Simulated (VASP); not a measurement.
Runs of VASP 6.6.1 on Re. The structure is that of space group P6_3/mmc (No. 194), or close to it. The cells are those of the table. 

```csv
cell,gap on the mesh (eV),pressure (GPa)
"a = 2.729, b = 2.729, c = 4.401 Å, angles 90.0, 90.0, 120.0°, 2 atoms",none,(a)
"a = 2.734, b = 2.734, c = 4.408 Å, angles 90.0, 90.0, 120.0°, 2 atoms",none,1.9
"a = 2.738, b = 2.738, c = 4.415 Å, angles 90.0, 90.0, 120.0°, 2 atoms",none,(b)
"a = 2.717, b = 2.717, c = 4.381 Å, angles 90.0, 90.0, 120.0°, 2 atoms",none,10.1
"a = 2.707, b = 2.707, c = 4.365 Å, angles 90.0, 90.0, 120.0°, 2 atoms",none,15.1
```

Alike in all rows: task single point; level LDA; potentials or basis VASP PAW LDA potentials, release 64 (Re_sv_GW); no spin polarisation; k mesh 20 × 20 × 12; cutoff (eV) 560; smearing fermi-dirac 0.08 eV.

Problem. Estimate the missing entries.

Solution. (a) 4.0; (b) 0.0.

Caveats: spin-orbit coupling is left out, which moves the levels of the heavy elements; the cell stands under pressure (at least some runs).

A k mesh can miss the band edges, and the runs leave out spin-orbit coupling on Re.

A gap of «none» marks levels without a gap at the run's occupations.
